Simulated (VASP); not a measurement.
# KNbMo3 (P4mm) in VASP: single point with PBE

Aim: the single point of KNbMo3 with PBE.

All numbers are computed with VASP 6.6.1; they aren't measurements. Logs are shortened: lines on timing, memory, paths and dates and some standing lists are left out, and cuts for length are marked.

**1. The cell of the first run**

It takes space group P4mm (No. 99, tetragonal). The conventional cell has a = 4.138 Å, b = 4.138 Å, c = 6.593 Å, α = 90.00°, β = 90.00°, γ = 90.00°. Within 4.5 Å of K (site symmetry 4mm) lie 4 Nb at 3.41 Å and 12 Mo at 3.41 to 3.96 Å and 4 K at 4.14 Å. Within 3.5 Å of Nb (site symmetry 4mm) lie 6 Mo at 2.63 to 3.49 Å and 4 K at 3.41 Å. Within 3.4 Å of Mo (site symmetry 4mm) lie 4 Mo at 2.54 Å and 1 Nb at 3.10 Å. Mo (site symmetry 2mm) has 6 Mo at 2.54 to 2.93 Å and 2 Nb at 2.63 Å within 3.4 Å.

**2. Single point, PBE**

INCAR reads:

```
SYSTEM = KNbMo3
ALGO = Fast
EDIFF = 1E-6
ENCUT = 520
GGA = PE
ISIF = 2
ISMEAR = 0
LASPH = .TRUE.
LCHARG = .FALSE.
LREAL = .FALSE.
LWAVE = .FALSE.
NBANDS = 40
NELM = 60
PREC = Accurate
SIGMA = 0.1
```

KPOINTS reads:

```
k-points
0
G
  10 10 6
  0 0 0
```

POSCAR reads:

```
KNbMo3
1.0
    4.1375625116      0.0000000000      0.0000000000
    0.0000000000      4.1375625116      0.0000000000
    0.0000000000      0.0000000000      6.5931268360
K Nb Mo
1 1 3
Direct
    0.0000000000      0.0000000000      0.8965285963
    0.5000000000      0.5000000000      0.6316790011
    0.5000000000      0.5000000000      0.1616409895
    0.0000000000      0.5000000000      0.3850757065
    0.5000000000      0.0000000000      0.3850757065
```

Potentials or basis: VASP PAW PBE potentials, release 64 (K_sv, Nb_sv, Mo_sv).

Launch:

```sh
$ cat potpaw_PBE.64/K_sv/POTCAR potpaw_PBE.64/Nb_sv/POTCAR potpaw_PBE.64/Mo_sv/POTCAR > POTCAR
$ mpirun -np 1 vasp_std > vasp.out
```

OUTCAR:

```text
SYSTEM = KNbMo3
   EDIFF = 1E-6
   ENCUT = 520
   GGA = PE
   ISIF = 2
   ISMEAR = 0
   LASPH = .TRUE.
   LREAL = .FALSE.
   NELM = 60
   PREC = Accurate

 ion  position               nearest neighbor table
   1  0.000  0.000  0.897-   2 3.41   2 3.41   2 3.41   2 3.41   3 3.41   3 3.41   3 3.41   3 3.41

   2  0.500  0.500  0.632-   4 2.63   5 2.63   5 2.63   4 2.63   3 3.10   1 3.41   1 3.41   1 3.41
                             1 3.41
   3  0.500  0.500  0.162-   4 2.54   5 2.54   5 2.54   4 2.54   2 3.10   1 3.41   1 3.41   1 3.41
                             1 3.41
   4  0.000  0.500  0.385-   3 2.54   3 2.54   2 2.63   2 2.63   5 2.93   5 2.93   5 2.93   5 2.93

   5  0.500  0.000  0.385-   3 2.54   3 2.54   2 2.63   2 2.63   4 2.93   4 2.93   4 2.93   4 2.93

  LATTYP: Found a simple tetragonal cell.
 ALAT       =     4.1375625116
 C/A-ratio  =     1.5934809003

  Lattice vectors:

 A1 = (   4.1375625116,   0.0000000000,   0.0000000000)
 A2 = (   0.0000000000,   4.1375625116,   0.0000000000)
 A3 = (   0.0000000000,   0.0000000000,   6.5931268360)

Analysis of symmetry for initial positions (statically):
=====================================================================
 Subroutine PRICEL returns:
 Original cell was already a primitive cell.

 Routine SETGRP: Setting up the symmetry group for a
 simple tetragonal supercell.

 Subroutine GETGRP returns: Found  8 space group operations
 (whereof  8 operations were pure point group operations)
 out of a pool of 16 trial point group operations.

The static configuration has the point symmetry C_4v.

Analysis of symmetry for dynamics (positions and initial velocities):
=====================================================================
 Subroutine PRICEL returns:
 Original cell was already a primitive cell.

 Routine SETGRP: Setting up the symmetry group for a
 simple tetragonal supercell.

 Subroutine GETGRP returns: Found  8 space group operations
 (whereof  8 operations were pure point group operations)
 out of a pool of 16 trial point group operations.

The dynamic configuration has the point symmetry C_4v.

 Subroutine INISYM returns: Found  8 space group operations
 (whereof  8 operations are pure point group operations),
 and found     1 'primitive' translations

[... 100 lines left out ...]
   EDIFF  = 0.1E-05   stopping-criterion for ELM
   LREAL  =      F    real-space projection
   EDIFFG = 0.1E-04   stopping-criterion for IOM
   NSW    =      0    number of steps for IOM
   IBRION =     -1    ionic relax: 0-MD 1-quasi-New 2-CG
   NFREE  =      0    steps in history (QN), initial steepest desc. (CG)
   ISIF   =      2    stress and relaxation
   ISYM   =      2    0-nonsym 1-usesym 2-fastsym
   POTIM  = 0.5000    time-step for ionic-motion
   TEBEG  =    0.0;   TEEND  =   0.0 temperature during run
   PSTRESS=    0.0 pullay stress
   NELECT =      64.0000    total number of electrons
   NUPDOWN=      -1.0000    fix difference up-down
   EMIN   =  10.00;   EMAX   =-10.00  energy-range for DOS
   EFERMI =   0.00;   METHOD = LEGACY
   ISMEAR =     0;   SIGMA  =   0.10  broadening in eV -4-tet -1-fermi 0-gaus
   EFERMI_NEDOS =   21; number of points for ismear=-14 and -15
   IALGO  =     68    algorithm
   IMIX   =      4    mixing-type and parameters
     AMIX     =   0.40;   BMIX     =  1.00
     AMIX_MAG =   1.60;   BMIX_MAG =  1.00
  volume/ion in A,a.u.               =      22.57       152.34
  Fermi-wavevector in a.u.,A,eV,Ry     =   1.355006  2.560591 24.980867  1.836042
  Thomas-Fermi vector in A             =   2.482130
   LORBIT       =      0    0 simple, 1 ext, 2 COOP (PROOUT), +10 PAW based schemes
   GGA     = PE    functional components
   LHFCALC =     F    Hartree Fock is set to
   AEXX    =    0.0000 exact exchange contribution
   IVDW    =     0    specifies the selected vdW correction
   LEPSILON=     F    determine dielectric tensor
   LRPA    =     F    only Hartree local field effects (RPA)
 non-spin polarized calculation
 RMM-DIIS sequential band-by-band and
 Gauss-broadening in eV      SIGMA  =   0.10
  energy-cutoff  :      520.00
  volume of cell :      112.87
 maximum number of plane-waves:      3064
 NGX is ok and might be reduce to    32
   NGX = 15   NGY = 15   NGZ = 25

 number of electron      63.9999990 magnetization

 Free energy of the ion-electron system (eV)
  ---------------------------------------------------
  ext. energy  EPLUGINS =         0.00000000
  ---------------------------------------------------
  free energy    TOTEN  =       -38.63617613 eV

  energy without entropy =      -38.60933676  energy(sigma->0) =      -38.62275644

 E-fermi :   6.6519     XC(G=0): -10.7085

 val. band max:        6.6435788011   @ k =   0.1000   0.0000   0.3333
 cond. band min:       6.6542883415   @ k =   0.4000   0.0000   0.3333
 fundamental gap:      0.0107095404
 Fermi energy:         6.6519333185

 k-point     1 :       0.0000    0.0000    0.0000
  band No.  band energies     occupation
      1     -54.0358      2.00000
      2     -53.7940      2.00000
      3     -53.6720      2.00000
      4     -48.0671      2.00000
      5     -28.6711      2.00000
      6     -28.6711      2.00000
[... 1021 lines left out ...]
     39       9.4243      0.00000
     40       9.9122      0.00000

 [... further k-points ...]

------------------------ aborting loop because EDIFF is reached ----------------------------------------

  FORCE on cell =-STRESS in cart. coord.  units (eV):
  Direction    XX          YY          ZZ          XY          YZ          ZX
  --------------------------------------------------------------------------------------
  -------------------------------------------------------------------------------------
  Total        0.1475963      0.1475963      0.1165416      0.0000000      0.0000000     -0.0000000
  in kB        2.0951037      2.0951037      1.6542873      0.0000000      0.0000000     -0.0000000
  external PRESSURE =       1.9481649 kB  Pullay stress =       0.0000000 kB

 VOLUME and BASIS-vectors are now :
 -----------------------------------------------------------------------------
  energy-cutoff  :      520.00
  volume of cell :      112.87
      direct lattice vectors                 reciprocal lattice vectors
     4.137562512  0.000000000  0.000000000     0.241688191  0.000000000  0.000000000
     0.000000000  4.137562512  0.000000000     0.000000000  0.241688191  0.000000000
     0.000000000  0.000000000  6.593126836     0.000000000  0.000000000  0.151673102

 POSITION                                       TOTAL-FORCE (eV/Angst)
 -----------------------------------------------------------------------------------
      0.00000      0.00000      5.91093         0.000000      0.000000      0.000086
      2.06878      2.06878      4.16474         0.000000     -0.000000     -0.003302
      2.06878      2.06878      1.06572        -0.000000      0.000000     -0.048826
      0.00000      2.06878      2.53885         0.000000      0.000000      0.026021
      2.06878      0.00000      2.53885         0.000000      0.000000      0.026021
 -----------------------------------------------------------------------------------
    total drift:                                0.000000     -0.000000     -0.000311

  FREE ENERGIE OF THE ION-ELECTRON SYSTEM (eV)
  ---------------------------------------------------
  free  energy   TOTEN  =       -38.6361761251 eV

  energy  without entropy=      -38.6093367556  energy(sigma->0) =      -38.62275644
```

Run time: 11 min. Hardware: 1 thread of Oxide Virtual Turin-like, shared host; peak memory 0.43 GiB.

What came out:

```yaml
Free_energy: -38.6362 eV
Pressure: 0.2 GPa
Largest_force: 0.049 eV/Å
Band_gap_on_the_k_mesh: zero (band 32 reaches 7.42 eV, above the bottom of band 33 at 6.17 eV)
```

Forces in eV/Å, atoms in the order of the input:
```
K    0.000  0.000  0.000
Nb   0.000  0.000 -0.003
Mo   0.000  0.000 -0.049
Mo   0.000  0.000  0.026
Mo   0.000  0.000  0.026
```
